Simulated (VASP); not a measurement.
Wanted: the native input for a VASP 6.6.1 run.

```yaml
Task: single point
Functional: PBEsol
Potentials_or_basis: VASP PAW PBE potentials, release 64 (Rb_sv, Br)
Cutoff: 520 eV
k_mesh: 6 × 6 × 6
Occupations: gaussian, width 0.05 eV
Spin: no spin polarisation
Dipole_correction: no
Further_INCAR_settings: ALGO = Normal; EDIFF = 1e-07; NBANDS = 15
```

The structure of RbBr lies in POSCAR:

```
RbBr
1.0
    4.1243020998      0.0000000000      0.0000000000
    0.0000000000      4.1243020998      0.0000000000
    0.0000000000      0.0000000000      4.0701688540
Rb Br
1 1
Direct
   -0.0396914813      0.0000000000      0.0000000000
    0.5424552411      0.5000000000      0.5000000000
```

The input as run:

INCAR

```
  PREC = Accurate
  ENCUT = 520
  EDIFF = 1E-7
  ISMEAR = 0
  SIGMA = 0.05
  LREAL = F
  LASPH = T
  NELM = 100
  ALGO = Normal
  ISIF = 2
  LWAVE = F
  LCHARG = F
  GGA = PS
  NBANDS = 15
```

KPOINTS

```
regular mesh
0
Gamma
  6 6 6
```

Potentials or basis: VASP PAW PBE potentials, release 64 (Rb_sv, Br).

Launch:

```sh
$ cat potpaw_PBE.64/Rb_sv/POTCAR potpaw_PBE.64/Br/POTCAR > POTCAR
$ mpirun -np 1 vasp_std > vasp.out
```

It gave:

```yaml
Pressure: 0.2 GPa
Largest_force: 0.259 eV/Å
Band_gap_on_the_k_mesh: 3.98 eV, indirect (least direct gap 4.09 eV)
```

Caveat: the PAW data sets were made with another functional, which shifts forces and pressure a little.

It took 19 s on 1 thread of Intel(R) Xeon(R) 6975P-C (Granite Rapids), on a shared host, peak memory 0.21 GiB.
